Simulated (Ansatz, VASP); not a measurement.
## NaCl: VASP beside Ansatz

The input INCAR:

```
SYSTEM = NaCl
  PREC = Accurate
  ENCUT = 500
  EDIFF = 1E-6
  ISMEAR = 0
  SIGMA = 0.1
  LREAL = .False.
  LASPH = .True.
  NELM = 200
  ALGO = Normal
  ISIF = 2
  LWAVE = .False.
  LCHARG = .False.
  LDAU = .True.
  LDAUTYPE = 2
  LDAUL = -1 1
  LDAUU = 0 1.3
  LDAUJ = 0 0
  LDAUPRINT = 1
  GGA = PE
  NBANDS = 14
  GGA_COMPAT = .False.
```

The input KPOINTS:

```
Automatic mesh
0
Gamma
  4 4 4
  0 0 0
```

POSCAR

```
NaCl
1.0
    3.4055288040      0.0063188646     -0.0186001283
    0.0063188646      3.2860090850      0.0944603201
   -0.0186001283      0.0944603201      3.4384990537
Na Cl
1 1
Direct
    0.0000000000      0.0000000000      0.0000000000
    0.5000000000      0.5000000000      0.5000000000
```

Input for Ansatz:

```yaml
crystal:
  lattice:
    - [3.405528804, 0.0063188646, -0.0186001283]
    - [0.0063188646, 3.286009085, 0.0944603201]
    - [-0.0186001283, 0.0944603201, 3.4384990537]
  atoms:
    - { symbol: Na, position: [0.0, 0.0, 0.0] }
    - { symbol: Cl, position: [0.5, 0.5, 0.5] }
basis:
  ecutwfc: 420
kpoints:
  mp_grid: { grid: [4, 4, 4] }
hamiltonian:
  xc: pbe
  hubbard: { sites: [{ species: Cl, l: p, u_eff: 1.3 }] }
scf:
  occupations: { method: gaussian, width: 0.1 }
  self_checks: high
output:
  forces: true
  stress: true
  eigenvalues: true
```

Alike in both runs: task single point; functional PBE; k mesh 4 × 4 × 4; occupations gaussian, width 0.1 eV; no spin polarisation; Hubbard terms Cl p U = 1.3 eV.

|  | VASP | Ansatz |
| --- | --- | --- |
| version | VASP 6.6.1 | Ansatz 0.2.0 |
| potentials or method | VASP PAW PBE potentials, release 64 (Na_pv, Cl), cutoff 500 eV | scalar-relativistic, plane waves, PAW |
| valence electrons in the cell | 14 | 16 |

```tsv
	VASP	Ansatz	Ansatz less VASP
gap on the k mesh at the Fermi level (eV)	4.25	4.71	+0.463
least direct gap on the mesh (eV)	4.73	5.20	+0.471
pressure (GPa)	3.9	4.1	+0.13
traceless stress, the component that is largest in VASP (GPa)	2.60	2.63	+0.037
```

The programs project onto different local orbitals, so the same U acts differently, and such runs can settle in different states. VASP's potentials hold 14 valence electrons a cell and Ansatz's 16, so a difference there can come from the potentials and not from the codes.

The k mesh is coarse, so the values compare programs but aren't converged.
